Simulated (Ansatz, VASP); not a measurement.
Ni: VASP beside Ansatz

Contents of INCAR:

```
SYSTEM = Ni
ALGO     = Normal         ! electronic algorithm
EDIFF    = 1E-8           ! SCF threshold, eV
ENCUT    = 520            ! plane-wave cutoff, eV
GGA      = PE             ! functional
ISIF     = 2              ! what is computed and relaxed
ISMEAR   = -1             ! smearing method
ISPIN    = 2              ! spin polarisation
LASPH    = .True.         ! aspherical terms in the spheres
LCHARG   = .False.        ! write CHGCAR
LEFG     = .True.       
LMAXMIX  = 4              ! l up to which the mixer works
LORBIT   = 11             ! projections on sites
LREAL    = .False.        ! projectors in reciprocal space
LWAVE    = .False.        ! write WAVECAR
MAGMOM   = 1.5            ! initial moments
NBANDS   = 15             ! bands
NELM     = 150            ! most SCF steps
PREC     = Accurate       ! precision mode
SIGMA    = 0.05           ! smearing width, eV
```

File KPOINTS:

```
k-points
0
Gamma
  20 20 20
  0 0 0
```

The input POSCAR:

```
Ni
1.0
    0.0000000000      1.7318592609      1.7318592609
    1.7318592609      0.0000000000      1.7318592609
    1.7318592609      1.7318592609      0.0000000000
Ni
1
Direct
    0.0000000000      0.0000000000      0.0000000000
```

Input for Ansatz:

```yaml
crystal:
  lattice:
    - [0.0, 1.7318592609, 1.7318592609]
    - [1.7318592609, 0.0, 1.7318592609]
    - [1.7318592609, 1.7318592609, 0.0]
  atoms:
    - { symbol: Ni, position: [0.0, 0.0, 0.0], spin: 1.5 }
magnetization:
  spin_polarized: true
kpoints:
  mp_grid: { grid: [20, 20, 20] }
scf:
  occupations: { method: fermi_dirac, width: 0.05 }
hamiltonian:
  xc: pbe
  pseudopotentials: { kind: all_electron, datasets: crystal }
output:
  forces: true
  stress: true
  eigenvalues: true
  efg: { contact_densities: true }
```

Change from the starting cell: volume scaled by 0.94, crystal datasets.

Alike in both runs: task electric field gradients; functional PBE; k mesh 20 × 20 × 20; occupations fermi-dirac, width 0.05 eV; collinear spin.

|  | VASP | Ansatz |
| --- | --- | --- |
| version | VASP 6.6.1 | Ansatz 0.2.0 |
| potentials or method | VASP PAW PBE potentials, release 64 (Ni), cutoff 520 eV | all-electron PAW with datasets made for the crystal, scalar-relativistic |

```tsv
	VASP	Ansatz	Ansatz less VASP
pressure (GPa)	10.4	10.6	+0.19
net moment per atom (μB)	0.62	0.63	+0.010
size of the moment on the site where the two differ most (μB)	0.63	0.67	+0.040
```

Site moments also hang on the region over which each program counts them. Ansatz ran all-electron here, and VASP with PAW potentials. Ansatz's warnings: printed levels off.
